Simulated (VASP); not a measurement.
Sc2BN, 8 atoms in the cell. The structure is tetragonal, space group P4/nmm (No. 129). Conventional cell: a = 5.019 Å, b = 5.019 Å, c = 4.996 Å, α = 90.00°, β = 90.00°, γ = 90.00°. Sc (site symmetry -4m2) has 2 Sc at 2.50 Å and 4 N at 2.52 Å within 3.3 Å. Within 3.3 Å of Sc (site symmetry -4m2) lie 2 Sc at 2.50 Å and 4 B at 2.52 Å. Within 3.3 Å of B (site symmetry 4mm) lie 2 N at 2.49 to 2.51 Å and 4 Sc at 2.52 Å. Within 3.3 Å of N (site symmetry 4mm) lie 2 B at 2.49 to 2.51 Å and 4 Sc at 2.52 Å. 

| Property | Result |
| --- | --- |
| Program | VASP 6.6.1 |
| Task | single point |
| Functional | PBE |
| Potentials or basis | VASP PAW PBE potentials, release 64 (Sc_sv, B, N) |
| Cutoff | 520 eV |
| k mesh | 4 × 4 × 4 |
| Occupations | gaussian, width 0.1 eV |
| Spin | no spin polarisation |
| Dipole correction | no |
| Further INCAR settings | ALGO = Normal; EDIFF = 1e-07; NBANDS = 40 |

Potentials or basis: VASP PAW PBE potentials, release 64 (Sc_sv, B, N).

The run is started by

```console
$ cat potpaw_PBE.64/Sc_sv/POTCAR potpaw_PBE.64/B/POTCAR potpaw_PBE.64/N/POTCAR > POTCAR
$ mpirun -np 1 vasp_std > vasp.out
```

Hardware: 1 thread of Intel(R) Xeon(R) Platinum 8488C (Sapphire Rapids) (shared host).

Q: Estimate the wall time of this run.

A: It took 3.2 min on 1 thread of Intel(R) Xeon(R) Platinum 8488C (Sapphire Rapids), on a shared host, peak memory 0.28 GiB. Counts: scf iterations 19, k points 18.
